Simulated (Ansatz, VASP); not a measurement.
**Two plane-wave programs on SiO2**

The input INCAR:

```
SYSTEM = SiO2
ALGO = Normal ; EDIFF = 1E-7
ENCUT = 520 ; GGA = PS
ISIF = 2 ; ISMEAR = 0
LASPH = .True. ; LCHARG = .True.
LELF = .True. ; LREAL = Auto
LVHAR = .True. ; LWAVE = .False.
NBANDS = 63 ; NELM = 80
PREC = Accurate ; SIGMA = 0.05
```

Contents of KPOINTS:

```
k-points
0
Gamma
  4 4 4
  0 0 0
```

File POSCAR:

```
SiO2
1.0
    3.2005879154     -8.1284566593      0.0000000000
    3.2005879154      8.1284566593      0.0000000000
    0.0000000000      0.0000000000      5.2514179063
Si O
6 12
Direct
    0.0102808395      0.4026121463      0.2500000000
    0.4026121463      0.0102808395      0.7500000000
    0.5973878537      0.9897191605      0.2500000000
    0.9897191605      0.5973878537      0.7500000000
    0.4430221731      0.5569778269      0.2500000000
    0.5569778269      0.4430221731      0.7500000000
    0.0000000000      0.5000000000      0.5000000000
    0.5000000000      0.0000000000      0.5000000000
    0.5000000000      0.0000000000      0.0000000000
    0.0000000000      0.5000000000      0.0000000000
    0.2099831976      0.4362740928      0.2500000000
    0.4362740928      0.2099831976      0.7500000000
    0.5637259072      0.7900168024      0.2500000000
    0.7900168024      0.5637259072      0.7500000000
    0.8307346196      0.1692653804      0.2500000000
    0.1692653804      0.8307346196      0.7500000000
    0.5000000000      0.5000000000      0.0000000000
    0.5000000000      0.5000000000      0.5000000000
```

Input for Ansatz:

```yaml
crystal:
  lattice:
    - [3.2005879154, -8.1284566593, 0.0]
    - [3.2005879154, 8.1284566593, 0.0]
    - [0.0, 0.0, 5.2514179063]
  atoms:
    - { symbol: Si, position: [0.0102808395, 0.4026121463, 0.25] }
    - { symbol: Si, position: [0.4026121463, 0.0102808395, 0.75] }
    - { symbol: Si, position: [0.5973878537, 0.9897191605, 0.25] }
    - { symbol: Si, position: [0.9897191605, 0.5973878537, 0.75] }
    - { symbol: Si, position: [0.4430221731, 0.5569778269, 0.25] }
    - { symbol: Si, position: [0.5569778269, 0.4430221731, 0.75] }
    - { symbol: O, position: [0.0, 0.5, 0.5] }
    - { symbol: O, position: [0.5, 0.0, 0.5] }
    - { symbol: O, position: [0.5, 0.0, 0.0] }
    - { symbol: O, position: [0.0, 0.5, 0.0] }
    - { symbol: O, position: [0.2099831976, 0.4362740928, 0.25] }
    - { symbol: O, position: [0.4362740928, 0.2099831976, 0.75] }
    - { symbol: O, position: [0.5637259072, 0.7900168024, 0.25] }
    - { symbol: O, position: [0.7900168024, 0.5637259072, 0.75] }
    - { symbol: O, position: [0.8307346196, 0.1692653804, 0.25] }
    - { symbol: O, position: [0.1692653804, 0.8307346196, 0.75] }
    - { symbol: O, position: [0.5, 0.5, 0.0] }
    - { symbol: O, position: [0.5, 0.5, 0.5] }
basis:
  ecutwfc: 420
kpoints:
  mp_grid: { grid: [4, 4, 4] }
hamiltonian:
  xc: pbesol
scf:
  occupations: { method: gaussian, width: 0.05 }
output:
  forces: true
  stress: true
  eigenvalues: true
```

Change from the starting cell: strain -0.1500 x Voigt [1, 0, 0, 0, 0, 0], atoms carried along.

Alike in both runs: task single point; functional PBEsol; k mesh 4 × 4 × 4; occupations gaussian, width 0.05 eV; no spin polarisation.

```csv
,VASP,Ansatz
version,VASP 6.6.1,Ansatz 0.2.0
potentials or method,"VASP PAW PBE potentials, release 64 (Si, O), cutoff 520 eV","scalar-relativistic, plane waves, PAW"
valence electrons in the cell,96,96
```

|  | VASP | Ansatz | Ansatz less VASP |
| --- | --- | --- | --- |
| gap on the k mesh at the Fermi level (eV) | 5.27 | 5.28 | +0.005 |
| least direct gap on the mesh (eV) | 5.27 | 5.28 | +0.005 |
| pressure (GPa) | 36.1 | 35.8 | -0.28 |
| traceless stress, the component that is largest in VASP (GPa) | 42.73 | 43.13 | +0.399 |
| rms of the force components (eV/Å) | 4.423 | 4.496 | +0.0726 |

VASP's potentials were made for PBE, not for PBEsol. Atom by atom the forces differ by 0.085 eV/Å (rms over components). Both programs put the cell under a high pressure, so it lies far from rest at this level. The functional is the same, so the differences come from potentials, cutoffs and numerics.
